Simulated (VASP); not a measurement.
# CdSe (Cadmoselite) (P6_3mc) in VASP: further runs

Runs on CdSe (Cadmoselite). Level: PBEsol. Tasks: single point.

All numbers are computed with VASP 6.6.1; they aren't measurements. Logs are shortened: lines on timing, memory, paths and dates and some standing lists are left out, and cuts for length are marked.

### Step 1. The cell of the first run

Symmetry: P6_3mc, No. 186, hexagonal system. The conventional cell has a = 4.149 Å, b = 4.149 Å, c = 6.793 Å, α = 90.00°, β = 90.00°, γ = 120.00°. Within 3.4 Å of Cd (site symmetry 3m) lie 4 Se at 2.54 Å. Se (site symmetry 3m) has 4 Cd at 2.54 Å within 3.4 Å.

### Step 2. Single point, PBEsol

File INCAR:

```
  PREC = Accurate
  ENCUT = 520
  EDIFF = 1E-6
  ISMEAR = 0
  SIGMA = 0.01
  LREAL = F
  LASPH = T
  NELM = 100
  ALGO = Normal
  ISIF = 2
  LWAVE = F
  LCHARG = F
  GGA = PS
  NBANDS = 26
```

File KPOINTS:

```
Automatic mesh
0
Gamma
  6 6 4
```

File POSCAR:

```
CdSe
1.0
    4.1490782035      0.0000000000      0.0000000000
   -2.0745391017      3.5932071265      0.0000000000
    0.0000000000      0.0000000000      6.7930621380
Cd Se
2 2
Direct
    0.3333333333      0.6666666667      0.0052258741
    0.6666666667      0.3333333333      0.5052258741
    0.3333333333      0.6666666667      0.3797741259
    0.6666666667      0.3333333333      0.8797741259
```

Potentials or basis: VASP PAW PBE potentials, release 64 (Cd, Se).

Launch:

```sh
$ cat potpaw_PBE.64/Cd/POTCAR potpaw_PBE.64/Se/POTCAR > POTCAR
$ mpirun -np 1 vasp_std > vasp.out
```

OUTCAR:

```text
PREC = Accurate
   ENCUT = 520
   EDIFF = 1E-6
   ISMEAR = 0
   LREAL = F
   LASPH = T
   NELM = 100
   ISIF = 2
   GGA = PS

 ion  position               nearest neighbor table
   1  0.333  0.667  0.005-   4 2.54   4 2.54   4 2.54   3 2.54
   2  0.667  0.333  0.505-   3 2.54   3 2.54   3 2.54   4 2.54
   3  0.333  0.667  0.380-   2 2.54   2 2.54   2 2.54   1 2.54
   4  0.667  0.333  0.880-   1 2.54   1 2.54   1 2.54   2 2.54

  LATTYP: Found a hexagonal cell.
 ALAT       =     4.1490782035
 C/A-ratio  =     1.6372461074

  Lattice vectors:

 A1 = (   4.1490782035,   0.0000000000,   0.0000000000)
 A2 = (  -2.0745391017,   3.5932071265,   0.0000000000)
 A3 = (   0.0000000000,   0.0000000000,   6.7930621380)

Analysis of symmetry for initial positions (statically):
=====================================================================
 Subroutine PRICEL returns:
 Original cell was already a primitive cell.

 Routine SETGRP: Setting up the symmetry group for a
 hexagonal supercell.

 Subroutine GETGRP returns: Found 12 space group operations
 (whereof  6 operations were pure point group operations)
 out of a pool of 24 trial point group operations.

The static configuration has the point symmetry C_3v.
 The point group associated with its full space group is C_6v.

Analysis of symmetry for dynamics (positions and initial velocities):
=====================================================================
 Subroutine PRICEL returns:
 Original cell was already a primitive cell.

 Routine SETGRP: Setting up the symmetry group for a
 hexagonal supercell.

 Subroutine GETGRP returns: Found 12 space group operations
 (whereof  6 operations were pure point group operations)
 out of a pool of 24 trial point group operations.

The dynamic configuration has the point symmetry C_3v.
 The point group associated with its full space group is C_6v.

 Subroutine INISYM returns: Found 12 space group operations
 (whereof  6 operations are pure point group operations),
 and found     1 'primitive' translations

----------------------------------------------------------------------------------------

                                     Primitive cell

  volume of cell :     101.2743

  direct lattice vectors                    reciprocal lattice vectors
     4.149078204  0.000000000  0.000000000     0.241017390  0.139151455  0.000000000
    -2.074539102  3.593207126  0.000000000     0.000000000  0.278302910  0.000000000
     0.000000000  0.000000000  6.793062138     0.000000000  0.000000000  0.147209017

  length of vectors
     4.149078204  4.149078203  6.793062138     0.278302910  0.278302910  0.147209017

  position of ions in fractional coordinates (direct lattice)
     0.333333333  0.666666667  0.005225874
     0.666666667  0.333333333  0.505225874
     0.333333333  0.666666667  0.379774126
     0.666666667  0.333333333  0.879774126

  ion indices of the primitive-cell ions
   primitive index   ion index
                 1           1
                 2           2
                 3           3
                 4           4

----------------------------------------------------------------------------------------

 KPOINTS: Automatic mesh

Automatic generation of k-mesh.
 Grid dimensions read from file:
 generate k-points for:    6    6    4

 Generating k-lattice:

  Cartesian coordinates                     Fractional coordinates (reciprocal lattice)
     0.040169565  0.023191909  0.000000000     0.166666667  0.000000000  0.000000000
     0.000000000  0.046383818  0.000000000     0.000000000  0.166666667  0.000000000
     0.000000000  0.000000000  0.036802254     0.000000000  0.000000000  0.250000000

  Length of vectors
     0.046383818  0.046383818  0.036802254

  Shift w.r.t. Gamma in fractional coordinates (k-lattice)
     0.000000000  0.000000000  0.000000000

 Subroutine IBZKPT returns following result:
 ===========================================

 Found     21 irreducible k-points:

 Following reciprocal coordinates:
            Coordinates               Weight
  0.000000  0.000000  0.000000      1.000000
  0.166667  0.000000  0.000000      6.000000
  0.333333  0.000000  0.000000      6.000000
  0.500000  0.000000  0.000000      3.000000
  0.166667  0.166667  0.000000      6.000000
  0.333333  0.166667  0.000000     12.000000
[... 13 lines left out ...]
  0.333333  0.166667  0.500000     12.000000
  0.333333  0.333333  0.500000      2.000000
   k-points           NKPTS =     21   k-points in BZ     NKDIM =     21   number of bands    NBANDS=     26
   number of dos      NEDOS =    301   number of ions     NIONS =      4
   total plane-waves  NPLWV =  55296
   dimension x,y,z NGX =    32 NGY =   32 NGZ =   54
   dimension x,y,z NGXF=    64 NGYF=   64 NGZF=  108
   ions per type =               2   2
   NGX,Y,Z   is equivalent  to a cutoff of  12.82, 12.82, 13.22 a.u.
   NGXF,Y,Z  is equivalent  to a cutoff of  25.64, 25.64, 26.43 a.u.
 SYSTEM =  unknown system
   PREC   = accura    normal or accurate (medium, high low for compatibility)
   ISTART =      0    job   : 0-new  1-cont  2-samecut
   ICHARG =      2    charge: 1-file 2-atom 10-const
   ISPIN  =      1    spin polarized calculation?
   LNONCOLLINEAR =      F non collinear calculations
   LSORBIT =      F    spin-orbit coupling
   LASPH  =      T    aspherical Exc in radial PAW
   ENCUT  =  520.0 eV  38.22 Ry    6.18 a.u.   7.71  7.71 12.63*2*pi/ulx,y,z
   NELM   =    100;   NELMIN=  2; NELMDL= -5     # of ELM steps
   EDIFF  = 0.1E-05   stopping-criterion for ELM
   LREAL  =      F    real-space projection
   EDIFFG = 0.1E-04   stopping-criterion for IOM
   NSW    =      0    number of steps for IOM
   IBRION =     -1    ionic relax: 0-MD 1-quasi-New 2-CG
   NFREE  =      0    steps in history (QN), initial steepest desc. (CG)
   ISIF   =      2    stress and relaxation
   ISYM   =      2    0-nonsym 1-usesym 2-fastsym
   POTIM  = 0.5000    time-step for ionic-motion
   TEBEG  =    0.0;   TEEND  =   0.0 temperature during run
   PSTRESS=    0.0 pullay stress
   NELECT =      36.0000    total number of electrons
   NUPDOWN=      -1.0000    fix difference up-down
   EMIN   =  10.00;   EMAX   =-10.00  energy-range for DOS
   EFERMI =   0.00;   METHOD = LEGACY
   ISMEAR =     0;   SIGMA  =   0.01  broadening in eV -4-tet -1-fermi 0-gaus
   EFERMI_NEDOS =   21; number of points for ismear=-14 and -15
   IALGO  =     38    algorithm
   IMIX   =      4    mixing-type and parameters
     AMIX     =   0.40;   BMIX     =  1.00
     AMIX_MAG =   1.60;   BMIX_MAG =  1.00
  volume/ion in A,a.u.               =      25.32       170.86
  Fermi-wavevector in a.u.,A,eV,Ry     =   1.159692  2.191499 18.298266  1.344885
  Thomas-Fermi vector in A             =   2.296282
   LORBIT       =      0    0 simple, 1 ext, 2 COOP (PROOUT), +10 PAW based schemes
   GGA     = PS    functional components
   LHFCALC =     F    Hartree Fock is set to
   AEXX    =    0.0000 exact exchange contribution
   IVDW    =     0    specifies the selected vdW correction
   LEPSILON=     F    determine dielectric tensor
   LRPA    =     F    only Hartree local field effects (RPA)
 non-spin polarized calculation
 Gauss-broadening in eV      SIGMA  =   0.01
  energy-cutoff  :      520.00
  volume of cell :      101.27
 maximum number of plane-waves:      2772
 NGX is ok and might be reduce to    32
   NGX = 15   NGY = 15   NGZ = 25

 number of electron      35.9999996 magnetization

 Free energy of the ion-electron system (eV)
  ---------------------------------------------------
  ext. energy  EPLUGINS =         0.00000000
  ---------------------------------------------------
  free energy    TOTEN  =       -12.09314571 eV

  energy without entropy =      -12.09314571  energy(sigma->0) =      -12.09314571

 E-fermi :   1.7693     XC(G=0):  -9.5808

 val. band max:        1.7261451573   @ k =   0.0000   0.0000   0.0000
 cond. band min:       2.4781873275   @ k =   0.0000   0.0000   0.0000
 fundamental gap:      0.7520421702
 Fermi energy:         1.7693336423

 k-point     1 :       0.0000    0.0000    0.0000
  band No.  band energies     occupation
      1     -11.5735      2.00000
      2     -11.0855      2.00000
      3      -6.6248      2.00000
      4      -6.6083      2.00000
      5      -6.6083      2.00000
      6      -6.5169      2.00000
[... 18 lines left out ...]
     25       8.7719      0.00000
     26       9.6503      0.00000

 k-point     2 :       0.1667    0.0000    0.0000
  band No.  band energies     occupation
      1     -11.4668      2.00000
      2     -11.0377      2.00000
      3      -6.5895      2.00000
      4      -6.5706      2.00000
      5      -6.5427      2.00000
      6      -6.4690      2.00000
[... 18 lines left out ...]
     25       9.0261      0.00000
     26       9.4898      0.00000

 k-point     3 :       0.3333    0.0000    0.0000
  band No.  band energies     occupation
      1     -11.2332      2.00000
      2     -10.9568      2.00000
      3      -6.5324      2.00000
      4      -6.5123      2.00000
      5      -6.3927      2.00000
      6      -6.3506      2.00000
[... 18 lines left out ...]
     25       9.5470      0.00000
     26      10.2904      0.00000

 k-point     4 :       0.5000    0.0000    0.0000
  band No.  band energies     occupation
      1     -11.0927      2.00000
      2     -10.9375      2.00000
      3      -6.5162      2.00000
      4      -6.4941      2.00000
      5      -6.2985      2.00000
      6      -6.2980      2.00000
[... 18 lines left out ...]
     25       9.8031      0.00000
     26      11.6617      0.00000
[... 409 lines left out ...]
      1     -11.1276      2.00000
      2     -11.1276      2.00000
      3      -6.4830      2.00000
      4      -6.4830      2.00000
      5      -6.4531      2.00000
      6      -6.4531      2.00000
[... 18 lines left out ...]
     25       9.2702      0.00000
     26       9.2702      0.00000

 k-point    20 :       0.3333    0.1667    0.5000
  band No.  band energies     occupation
      1     -11.0060      2.00000
      2     -11.0060      2.00000
      3      -6.4564      2.00000
      4      -6.4564      2.00000
      5      -6.4029      2.00000
      6      -6.4029      2.00000
[... 18 lines left out ...]
     25       9.8519      0.00000
     26       9.8519      0.00000

 k-point    21 :       0.3333    0.3333    0.5000
  band No.  band energies     occupation
      1     -10.9666      2.00000
      2     -10.9666      2.00000
      3      -6.4221      2.00000
      4      -6.4221      2.00000
      5      -6.4062      2.00000
      6      -6.4062      2.00000
[... 18 lines left out ...]
     25      10.5614      0.00000
     26      10.5614      0.00000

------------------------ aborting loop because EDIFF is reached ----------------------------------------

  FORCE on cell =-STRESS in cart. coord.  units (eV):
  Direction    XX          YY          ZZ          XY          YZ          ZX
  --------------------------------------------------------------------------------------
  -------------------------------------------------------------------------------------
  Total        4.7581033      4.7581033      4.7685519      0.0000000      0.0000000     -0.0000000
  in kB       75.2739993     75.2739993     75.4392978      0.0000000      0.0000000     -0.0000000
  external PRESSURE =      75.3290988 kB  Pullay stress =       0.0000000 kB

 VOLUME and BASIS-vectors are now :
 -----------------------------------------------------------------------------
  energy-cutoff  :      520.00
  volume of cell :      101.27
      direct lattice vectors                 reciprocal lattice vectors
     4.149078204  0.000000000  0.000000000     0.241017390  0.139151455  0.000000000
    -2.074539102  3.593207126  0.000000000     0.000000000  0.278302910  0.000000000
     0.000000000  0.000000000  6.793062138     0.000000000  0.000000000  0.147209017

 POSITION                                       TOTAL-FORCE (eV/Angst)
 -----------------------------------------------------------------------------------
     -0.00000      2.39547      0.03550         0.000000     -0.000000      0.001210
      2.07454      1.19774      3.43203        -0.000000      0.000000      0.001210
     -0.00000      2.39547      2.57983         0.000000     -0.000000     -0.001210
      2.07454      1.19774      5.97636        -0.000000     -0.000000     -0.001210
 -----------------------------------------------------------------------------------
    total drift:                               -0.000000     -0.000000     -0.000013

  FREE ENERGIE OF THE ION-ELECTRON SYSTEM (eV)
  ---------------------------------------------------
  free  energy   TOTEN  =       -12.0931457068 eV

  energy  without entropy=      -12.0931457068  energy(sigma->0) =      -12.09314571
```

Run time: 21 s. Hardware: 1 thread of Intel Xeon 6975P-C (Granite Rapids), shared host; peak memory 0.24 GiB.

What came out:

* Free energy: -12.0931 eV
* Pressure: 7.5 GPa
* Band gap on the k mesh: 0.75 eV, direct

Caveat: the PAW data sets were made with another functional, which shifts forces and pressure a little. A hybrid or GW would open this gap; PBEsol tends to underestimate it.

### Step 3. Single point, PBEsol

This run uses another cell than the first one, of 26.34 Å³/atom, 1.040 times its volume.

File INCAR:

```
PREC = Accurate ; ENCUT = 520
EDIFF = 1E-7 ; ISMEAR = 0
SIGMA = 0.01 ; LREAL = F
LASPH = T ; NELM = 60
ALGO = Normal ; ISIF = 2
LWAVE = F ; LCHARG = F
GGA = PS ; NBANDS = 26
```

KPOINTS is that of step 2.

File POSCAR:

```
CdSe
1.0
    4.2076016903      0.0000000000      0.0000000000
   -2.1038008452      3.6438899528      0.0000000000
    0.0000000000      0.0000000000      6.8729197189
Cd Se
2 2
Direct
    0.3333333333      0.6666666667      0.0048377725
    0.6666666667      0.3333333333      0.5048377725
    0.3333333333      0.6666666667      0.3801622275
    0.6666666667      0.3333333333      0.8801622275
```

Potentials or basis: VASP PAW PBE potentials, release 64 (Cd, Se).

Launch:

```sh
$ cat potpaw_PBE.64/Cd/POTCAR potpaw_PBE.64/Se/POTCAR > POTCAR
$ mpirun -np 1 vasp_std > vasp.out
```

Wall time 27 s (1 thread of Intel Xeon 6975P-C (Granite Rapids), shared host); peak memory 0.24 GiB.

The run converged. Its results:

```yaml
Free_energy: -12.2452 eV
Pressure: 4.4 GPa
Largest_force: 0.003 eV/Å
Band_gap_on_the_k_mesh: 0.68 eV, direct
```

Forces on the atoms (eV/Å):
```
Cd   0.000  0.000  0.003
Cd   0.000  0.000  0.003
Se   0.000  0.000 -0.003
Se   0.000  0.000 -0.003
```

Levels at points of the mesh, in eV from the valence-band top:
```
           k point  band 15  band 16  band 17  band 18  band 19  band 20  band 21  band 22
(0.00, 0.00, 0.00)    -0.88    -0.07     0.00     0.00     0.68     2.16     5.77     5.77
(0.50, 0.00, 0.00)    -3.02    -2.12    -1.56    -0.87     3.20     3.24     4.62     6.29
(0.00, 0.00, 0.50)    -0.46    -0.46    -0.46    -0.46     2.39     2.39     5.84     5.84
(0.50, 0.00, 0.50)    -1.56    -1.56    -1.54    -1.54     2.83     2.83     4.76     4.76
```

Caveat: the PAW data sets were made with another functional, which shifts forces and pressure a little. As with any semilocal functional, this PBEsol gap is likely too small.

### Step 4. Single point, PBEsol

This run uses another cell than the first one, of 27.15 Å³/atom, 1.073 times its volume.

File INCAR:

```
SYSTEM = CdSe
PREC = Accurate ; ENCUT = 520
EDIFF = 1E-7 ; ISMEAR = 0
SIGMA = 0.01 ; LREAL = .FALSE.
LASPH = .TRUE. ; NELM = 80
ALGO = Normal ; ISIF = 2
LWAVE = .FALSE. ; LCHARG = .TRUE.
GGA = PS ; LELF = .TRUE.
LVHAR = .TRUE. ; NBANDS = 26
```

File KPOINTS:

```
Automatic mesh
0
G
  6 6 4
  0 0 0
```

File POSCAR:

```
CdSe
1.0
    4.2512541289      0.0000000000      0.0000000000
   -2.1256270645      3.6816940736      0.0000000000
    0.0000000000      0.0000000000      6.9396916191
Cd Se
2 2
Direct
    0.3333333333      0.6666666667      0.0047628569
    0.6666666667      0.3333333333      0.5047628569
    0.3333333333      0.6666666667      0.3802371431
    0.6666666667      0.3333333333      0.8802371431
```

Launch:

```sh
$ cat potpaw_PBE.64/Cd/POTCAR potpaw_PBE.64/Se/POTCAR > POTCAR
$ mpirun -np 1 vasp_std > vasp.out
```

It took 28 s on 1 thread of Intel Xeon 6975P-C (Granite Rapids), shared host; peak memory 0.24 GiB.

The run converged. Its results:

* Free energy: -12.3139 eV
* Pressure: 2.4 GPa
* Band gap on the k mesh: 0.61 eV, direct

Levels at points of the mesh, in eV from the valence-band top:
```tsv
k point	band 14	band 15	band 16	band 17	band 18	band 19	band 20	band 21	band 22	band 23
(0.00, 0.00, 0.00)	-0.83	-0.83	-0.06	0.00	0.00	0.61	2.13	5.77	5.77	6.06
(0.50, 0.00, 0.00)	-3.85	-2.87	-2.01	-1.47	-0.82	3.19	3.21	4.64	6.19	6.37
(0.00, 0.00, 0.50)	-2.81	-0.43	-0.43	-0.43	-0.43	2.34	2.34	5.80	5.80	6.19
(0.50, 0.00, 0.50)	-4.46	-1.48	-1.48	-1.46	-1.46	2.83	2.83	4.76	4.76	7.71
```

Caveat: the PAW data sets were made with another functional, which shifts forces and pressure a little.

### Step 5. Single point, PBEsol

This run uses another cell than the first one, of 29.39 Å³/atom, 1.161 times its volume.

File INCAR:

```
SYSTEM = CdSe
  PREC = Accurate
  ENCUT = 520
  EDIFF = 1E-6
  ISMEAR = 0
  SIGMA = 0.01
  LREAL = .False.
  LASPH = .True.
  NELM = 80
  ALGO = Normal
  ISIF = 2
  LWAVE = .False.
  LCHARG = .False.
  GGA = PS
  NBANDS = 26
```

File KPOINTS:

```
regular mesh
0
Gamma
  6 6 4
  0 0 0
```

File POSCAR:

```
CdSe
1.0
    4.3663328084      0.0000000000      0.0000000000
   -2.1831664042      3.7813551335      0.0000000000
    0.0000000000      0.0000000000      7.1195710566
Cd Se
2 2
Direct
    0.3333333333      0.6666666667      0.0045112659
    0.6666666667      0.3333333333      0.5045112659
    0.3333333333      0.6666666667      0.3804887341
    0.6666666667      0.3333333333      0.8804887341
```

Launch:

```sh
$ cat potpaw_PBE.64/Cd/POTCAR potpaw_PBE.64/Se/POTCAR > POTCAR
$ mpirun -np 1 vasp_std > vasp.out
```

It took 25 s on 1 thread of Intel Xeon 6975P-C (Granite Rapids), shared host; peak memory 0.24 GiB.

The run converged. Its results:

```yaml
Free_energy: -12.3234 eV
Pressure: -1.8 GPa
Band_gap_on_the_k_mesh: 0.45 eV, direct
```

Levels at points of the mesh, in eV from the valence-band top:
| k point | band 14 | band 15 | band 16 | band 17 | band 18 | band 19 | band 20 | band 21 | band 22 | band 23 |
| --- | --- | --- | --- | --- | --- | --- | --- | --- | --- | --- |
| (0.00, 0.00, 0.00) | -0.72 | -0.72 | -0.04 | 0.00 | 0.00 | 0.45 | 2.05 | 5.77 | 5.77 | 6.06 |
| (0.50, 0.00, 0.00) | -3.52 | -2.51 | -1.74 | -1.25 | -0.71 | 3.04 | 3.23 | 4.68 | 5.90 | 6.36 |
| (0.00, 0.00, 0.50) | -2.60 | -0.37 | -0.37 | -0.37 | -0.37 | 2.19 | 2.19 | 5.68 | 5.68 | 6.16 |
| (0.50, 0.00, 0.50) | -4.05 | -1.28 | -1.28 | -1.26 | -1.26 | 2.81 | 2.81 | 4.74 | 4.74 | 7.48 |

Caveat: the PAW data sets were made with another functional, which shifts forces and pressure a little.

### Step 6. Summary

```csv
cell,gap on the mesh (eV),pressure (GPa)
"a = 4.149, b = 4.149, c = 6.793 Å, angles 90.0, 90.0, 120.0°, 4 atoms",0.75,7.5
"a = 4.208, b = 4.208, c = 6.873 Å, angles 90.0, 90.0, 120.0°, 4 atoms",0.68,4.4
"a = 4.251, b = 4.251, c = 6.940 Å, angles 90.0, 90.0, 120.0°, 4 atoms",0.61,2.4
"a = 4.366, b = 4.366, c = 7.120 Å, angles 90.0, 90.0, 120.0°, 4 atoms",0.45,-1.8
```

Alike in all rows: task single point; level PBEsol; potentials or basis VASP PAW PBE potentials, release 64 (Cd, Se); no spin polarisation; k mesh 6 × 6 × 4; cutoff (eV) 520; smearing gaussian 0.01 eV.

Caveats: the PAW data sets were made with another functional, which shifts forces and pressure a little.

Total energies depend on the potentials used, so only differences within one code and one set of settings carry meaning.
